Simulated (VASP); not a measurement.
Crystal: ZnO.

```
CELL_PARAMETERS angstrom
2.64617 0.00000 0.00000
0.00000 2.64617 0.00000
0.00000 0.00000 2.64617
ATOMIC_POSITIONS crystal
Zn 0.00000 0.00000 0.00000
O 0.50000 0.50000 0.50000
```

Base run:

- Program: VASP 6.6.1
- Functional: r2SCAN
- Potentials or basis: VASP PAW PBE potentials, release 64 (Zn, O_h)
- Cutoff: 1480 eV
- k mesh: 10 × 10 × 10
- Occupations: fermi-dirac, width 0.02 eV
- Spin: no spin polarisation

Its results: band gap on the k mesh zero (bands 9 and 10 overlap by 0.04 eV); pressure 1.3 GPa.

Task: The run is repeated on the same cell with these changes: functional from r2SCAN to LDA; potentials or basis from VASP PAW PBE potentials, release 64 (Zn, O_h) to VASP PAW LDA potentials, release 64 (Zn, O_h); cutoff from 1480 eV to 1340 eV. What comes out?

Result: Band gap on the k mesh zero (bands 9 and 10 overlap by 0.61 eV); pressure -6.3 GPa.

Caveats: the structure was generated, so it needn't be the stable form of ZnO; semilocal functionals underestimate gaps, and a narrow one can read as zero; the PAW data sets were made with another functional, which shifts forces and pressure a little (at least some runs); the cell stands under tension (at least some runs).
